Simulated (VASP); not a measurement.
Set up this calculation in VASP 6.6.1, as the native input.

```
Task                   : single point
Functional             : LDA
Potentials or basis    : VASP PAW LDA potentials, release 64 (Sr_sv, O)
Cutoff                 : 520 eV
k mesh                 : 8 × 8 × 8
Occupations            : gaussian, width 0.01 eV
Spin                   : no spin polarisation
Dipole correction      : no
Further INCAR settings : ALGO = Normal; EDIFF = 1e-06; NBANDS = 15
```

The structure of SrO lies in POSCAR:

```
SrO
1.0
    0.0000000000      2.5321975707      2.5321975707
    2.5321975707      0.0000000000      2.5321975707
    2.5321975707      2.5321975707      0.0000000000
Sr O
1 1
Direct
    0.5000000000      0.5000000000      0.5000000000
    0.0000000000      0.0000000000      0.0000000000
```

One way to write it, as run:

INCAR

```
PREC = Accurate
ENCUT = 520
EDIFF = 1E-6
ISMEAR = 0
SIGMA = 0.01
LREAL = F
LASPH = T
NELM = 80
ALGO = Normal
ISIF = 2
LWAVE = F
LCHARG = F
NBANDS = 15
```

KPOINTS

```
regular mesh
0
Gamma
  8 8 8
```

Potentials or basis: VASP PAW LDA potentials, release 64 (Sr_sv, O).

Command:

```console
$ cat potpaw_LDA.64/Sr_sv/POTCAR potpaw_LDA.64/O/POTCAR > POTCAR
$ mpirun -np 1 vasp_std > vasp.out
```

It gave:

- Pressure: 0.8 GPa
- Band gap on the k mesh: 3.06 eV, indirect (least direct gap 3.11 eV)

Wall time 6 s on 1 thread of AMD EPYC 9R45 96-Core Processor (Zen 5), on a shared host, peak memory 0.11 GiB.
